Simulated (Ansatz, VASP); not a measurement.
BaS: VASP beside Ansatz

INCAR

```
SYSTEM = BaS
PREC = Accurate ; ENCUT = 600
EDIFF = 1E-6 ; ISMEAR = -1
SIGMA = 0.05 ; LREAL = .False.
LASPH = .True. ; NELM = 80
ALGO = Normal ; ISIF = 3
LWAVE = .False. ; LCHARG = .False.
GGA = PE ; IVDW = 13
IBRION = 2 ; NSW = 80
EDIFFG = -0.005
```

KPOINTS

```
Automatic mesh
0
Gamma
  7 7 7
  0 0 0
```

File POSCAR:

```
BaS
1.0
    0.0000000000      3.1937500000      3.1937500000
    3.1937500000      0.0000000000      3.1937500000
    3.1937500000      3.1937500000      0.0000000000
Ba S
1 1
Direct
    0.0000000000      0.0000000000      0.0000000000
    0.5000000000      0.5000000000      0.5000000000
```

input.yaml

```yaml
crystal:
  lattice:
    - [0.0, 3.19375, 3.19375]
    - [3.19375, 0.0, 3.19375]
    - [3.19375, 3.19375, 0.0]
  atoms:
    - { symbol: Ba, position: [0.0, 0.0, 0.0] }
    - { symbol: S, position: [0.5, 0.5, 0.5] }
kpoints:
  mp_grid: { grid: [7, 7, 7] }
scf:
  occupations: { method: fermi_dirac, width: 0.05 }
hamiltonian:
  xc: pbe
  dispersion: d4
  pseudopotentials: { kind: all_electron, lapw: { basis_error: 0.001 } }
output:
  forces: true
  stress: true
relax:
  f_tol: 0.005
  max_steps: 60
  cell: {}
```

Alike in both runs: task relaxation of cell and atoms; functional PBE; dispersion D4; k mesh 7 × 7 × 7; occupations fermi-dirac, width 0.05 eV; no spin polarisation.

```csv
,VASP,Ansatz
version,VASP 6.6.1,Ansatz 0.2.0
potentials or method,"VASP PAW PBE potentials, release 64 (Ba_sv, S), cutoff 600 eV","all-electron LAPW, scalar-relativistic"
```

|  | VASP | Ansatz | Ansatz less VASP |
| --- | --- | --- | --- |
| relaxed volume (Å³/atom) | 32.74 | 32.29 | -0.449 |
| relaxed cell length with the largest relative difference (Å) | 4.524 | 4.503 | -0.0208 |

Ansatz ran all-electron here, and VASP with PAW potentials.

Neither program's run includes spin-orbit coupling.
